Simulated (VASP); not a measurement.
**LiCl: single point with PBEsol**

Crystal: LiCl.

```xyz
2
Lattice="0.0000 2.5648 2.6930 2.5648 0.0000 2.6930 2.5648 2.5648 0.0000" Properties=species:S:1:pos:R:3 pbc="T T T"
Li    0.0000    0.0000    0.0000
Cl    2.5648    2.5648    2.6930
```

This cell differs from its parent crystal: strain +0.000 along x and y, +0.050 along z.

```
Program             : VASP 6.6.1
Task                : single point
Functional          : PBEsol
Potentials or basis : VASP PAW PBE potentials, release 64 (Li_sv, Cl)
Cutoff              : 520 eV
k mesh              : 8 × 8 × 8
Occupations         : gaussian, width 0.05 eV
Spin                : no spin polarisation
```

```json
{"Band gap on the k mesh": "5.80 eV, direct"}
```

Levels at points of the mesh, in eV from the valence-band top:
```tsv
k point	band 2	band 3	band 4	band 5	band 6	band 7	band 8	band 9
(0.00, 0.00, 0.00)	-13.30	-0.11	-0.11	0.00	5.80	11.44	11.85	11.85
(0.50, 0.00, 0.00)	-12.78	-2.75	-0.37	-0.25	6.44	9.14	9.49	12.26
(0.50, 0.50, 0.00)	-12.62	-2.81	-1.01	-1.01	7.68	8.24	11.39	13.81
(0.50, 0.00, 0.50)	-12.53	-2.81	-1.31	-1.00	7.58	8.03	12.03	13.02
```

Wall time 30 s on 1 thread of Intel Xeon 8259CL, on a shared host, peak memory 0.16 GiB.

Caveat: the cell differs from its parent crystal (strain +0.000 along x and y, +0.050 along z). A k mesh can miss the band edges.
